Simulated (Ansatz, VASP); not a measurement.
Given: the input of a run of VASP 6.6.1 on ZnO.

INCAR

```
SYSTEM = ZnO
ALGO = Normal
EDIFF = 1E-7
ENCUT = 520
GGA = PS
ISIF = 2
ISMEAR = -1
LASPH = .TRUE.
LCHARG = .FALSE.
LREAL = .FALSE.
LWAVE = .FALSE.
NBANDS = 26
NELM = 100
PREC = Accurate
SIGMA = 0.05
```

KPOINTS

```
k-points
0
G
  9 9 4
  0 0 0
```

Contents of POSCAR:

```
ZnO
1.0
    3.3312348463      0.0000000000      0.0000000000
   -1.6656174231      2.8849340028      0.0000000000
    0.0000000000      0.0000000000      7.2242737071
Zn O
2 2
Direct
    0.0000000000      0.0000000000      0.2500000000
    0.0000000000      0.0000000000      0.7500000000
    0.6666666667      0.3333333333      0.7500000000
    0.3333333333      0.6666666667      0.2500000000
```

Potentials or basis: VASP PAW PBE potentials, release 64 (Zn, O).

Command:

```console
$ cat potpaw_PBE.64/Zn/POTCAR potpaw_PBE.64/O/POTCAR > POTCAR
$ mpirun -np 1 vasp_std > vasp.out
```

Translate it to Ansatz 0.2.0. Potentials there: all-electron LAPW, scalar-relativistic.

As run (the cutoff follows the program's own potentials):

input.yaml

```yaml
crystal:
  lattice:
    - [3.3312348463, 0.0, 0.0]
    - [-1.6656174231, 2.8849340028, 0.0]
    - [0.0, 0.0, 7.2242737071]
  atoms:
    - { symbol: Zn, position: [0.0, 0.0, 0.25] }
    - { symbol: Zn, position: [0.0, 0.0, 0.75] }
    - { symbol: O, position: [0.6666666667, 0.3333333333, 0.75] }
    - { symbol: O, position: [0.3333333333, 0.6666666667, 0.25] }
kpoints:
  mp_grid: { grid: [9, 9, 4] }
scf:
  occupations: { method: fermi_dirac, width: 0.05 }
hamiltonian:
  xc: pbesol
  pseudopotentials: { kind: all_electron, lapw: { basis_error: 0.002 } }
output:
  forces: true
  stress: true
  eigenvalues: true
```

Potentials or basis: all-electron LAPW, scalar-relativistic.

Command:

```bash
$ ansatz run input.yaml --threads 2 --pin off --max-ram 6144MiB --backend cpu --events-out ev --progress --plain --runs-dir out
```

Both were run:

|  | VASP | Ansatz | Ansatz less VASP |
| --- | --- | --- | --- |
| gap on the k mesh at the Fermi level (eV) | 0.75 | 0.77 | +0.020 |
| least direct gap on the mesh (eV) | 0.75 | 0.77 | +0.020 |
| pressure (GPa) | -6.8 | -7.4 | -0.56 |
| traceless stress, the component that is largest in VASP (GPa) | 5.94 | 6.60 | +0.654 |

VASP's potentials were made for PBE, not for PBEsol. Ansatz ran all-electron here, and VASP with PAW potentials.
